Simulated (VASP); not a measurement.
Here is a VASP 6.6.1 calculation.

The input INCAR:

```
PREC = Accurate
ENCUT = 520
EDIFF = 1E-6
ISMEAR = -1
SIGMA = 0.2361
LREAL = Auto
LASPH = True
NELM = 80
ALGO = Normal
ISIF = 2
LWAVE = False
LCHARG = False
GGA = PE
NBANDS = 94
```

Contents of KPOINTS:

```
Automatic mesh
0
Gamma
  3 3 3
```

The input POSCAR:

```
HfNb2O7
1.0
    6.4007650000      0.1927990000     -0.0525750000
    0.1927990000      6.7053110000     -0.0913760000
   -0.0525750000     -0.0913760000      6.5638380000
Hf O Nb
2 14 4
Direct
    0.2489009036      0.6580329646      0.0441860072
    0.0240333081      0.2042949259      0.3272605065
    0.9455279814      0.6675281316      0.9297181355
    0.5219903083      0.1241526898      0.9248347584
    0.9869958403      0.4701759196      0.5785658240
    0.4217255263      0.1694914898      0.4938033721
    0.6916867938      0.7874717951      0.5100353595
    0.4616493581      0.8767821896      0.1520605655
    0.0669187920      0.8289280913      0.3003045657
    0.0989828463      0.0577047000      0.5600135932
    0.2628535253      0.4388477532      0.2678895551
    0.7016670464      0.4804594360      0.2011100365
    0.7525106863      0.1079046274      0.2694940690
    0.1222760919      0.1583192566      0.0573090491
    0.3303031443      0.4519098827      0.8785138130
    0.2472553785      0.7992548421      0.7610997337
    0.7523783303      0.7429675326      0.1762711462
    0.4772975604      0.2210417276      0.1963198637
    0.2919141863      0.1625457664      0.7403159836
    0.9771483452      0.7392442804      0.6140638088
```

Potentials or basis: VASP PAW PBE potentials, release 64 (Hf_pv, O, Nb_sv).

Launch:

```sh
$ cat potpaw_PBE.64/Hf_pv/POTCAR potpaw_PBE.64/O/POTCAR potpaw_PBE.64/Nb_sv/POTCAR > POTCAR
$ mpirun -np 1 vasp_std > vasp.out
```

Task: Estimate the largest force.

Result: 6.177 eV/Å.

Task: What does it give for the pressure?

Result: -0.5 GPa.

Task: Predict the band gap on the k mesh.

Result: 1.80 eV.

Stress tensor (GPa, compression positive):
```
 0.67 -1.22 -0.19
-1.22 -2.62 -3.71
-0.19 -3.71  0.32
```

Caveat: the atoms stand as in a frame of molecular dynamics; spin-orbit coupling is left out, which moves the levels of the heavy elements.
